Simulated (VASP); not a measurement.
A run of VASP 6.6.1:

INCAR

```
SYSTEM = Ge
PREC = Accurate
ENCUT = 410
EDIFF = 1E-6
ISMEAR = 0
SIGMA = 0.04
LREAL = .False.
LASPH = .True.
NELM = 120
ALGO = Normal
ISIF = 2
LWAVE = .False.
LCHARG = .True.
LDIPOL = .True.
IDIPOL = 3
DIPOL = 0.5 0.5 0.621
GGA = RE
IVDW = 12
LELF = .True.
LVHAR = .True.
LVACPOTAV = .True.
NBANDS = 51
GGA_COMPAT = .False.
NELMDL = -8
```

KPOINTS

```
Automatic mesh
0
Gamma
  6 6 1
  0 0 0
```

POSCAR

```
Ge
1.0
    0.0000000000      6.9724141254      0.0000000000
   -6.0382877583     -3.4862070627      0.0000000000
    0.0000000000      0.0000000000     21.6548790199
Ge
6
Direct
    0.4761905185      0.0952381481      0.5987041103
    0.1428571852      0.4285714815      0.5953052041
    0.8095238519      0.7619048148      0.6066294559
    0.1478436519      0.7609294813      0.6408432872
    0.8104991853      0.1011999483      0.6408432872
    0.4702287183      0.4235850148      0.6408432872
```

Potentials or basis: VASP PAW PBE potentials, release 64 (Ge_d).

Launch:

```console
$ cat potpaw_PBE.64/Ge_d/POTCAR > POTCAR
$ mpirun -np 1 vasp_std > vasp.out
```

Hardware: 1 thread of Oxide Virtual Turin-like Processor, with other jobs on the host.

Task: How long does it take, and how much memory?

Result: Wall time 9.3 min on 1 thread of Oxide Virtual Turin-like Processor (shared host), peak memory 0.73 GiB. Counts: scf iterations 27, k points 8.
